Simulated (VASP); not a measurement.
**Cs: single point with LDA**

Cs:

```xyz
2
Lattice="0.0000 5.3635 5.3635 5.3635 0.0000 5.3635 5.3635 5.3635 0.0000" Properties=species:S:1:pos:R:3 pbc="T T T"
Cs    0.0000    0.0000    0.0000
Cs    2.6818    2.6818    2.6818
```

| Property | Result |
| --- | --- |
| Program | VASP 6.6.1 |
| Task | single point |
| Functional | LDA |
| Potentials or basis | VASP PAW LDA potentials, release 64 (Cs_sv) |
| Cutoff | 520 eV |
| k mesh | 8 × 8 × 8 |
| Occupations | fermi-dirac, width 0.136057 eV |
| Spin | no spin polarisation |
| Dipole correction | no |
| Further INCAR settings | ALGO = Normal; EDIFF = 1e-06; NBANDS = 16 |

```
Pressure               : 0.0 GPa
Band gap on the k mesh : zero (band 9 reaches -0.08 eV, above the bottom of band 10 at -0.19 eV)
```

Levels at points of the mesh, in eV from the Fermi level:
```csv
k point,band 5,band 6,band 7,band 8,band 9,band 10,band 11,band 12,band 13,band 14
"(0.00, 0.00, 0.00)",-11.12,-10.95,-10.95,-10.95,-1.44,1.28,1.28,1.40,1.40,1.40
"(0.50, 0.00, 0.00)",-11.12,-10.96,-10.94,-10.94,-0.59,0.11,1.11,1.11,1.27,1.63
"(0.50, 0.50, 0.00)",-11.04,-11.04,-10.92,-10.92,0.07,0.07,0.60,0.60,1.71,1.71
```

Wall time 85 s on 1 thread of Intel(R) Xeon(R) Platinum 8488C (Sapphire Rapids), on a shared host, peak memory 0.37 GiB.

Caveat: spin-orbit coupling is left out, which moves the levels of the heavy elements.
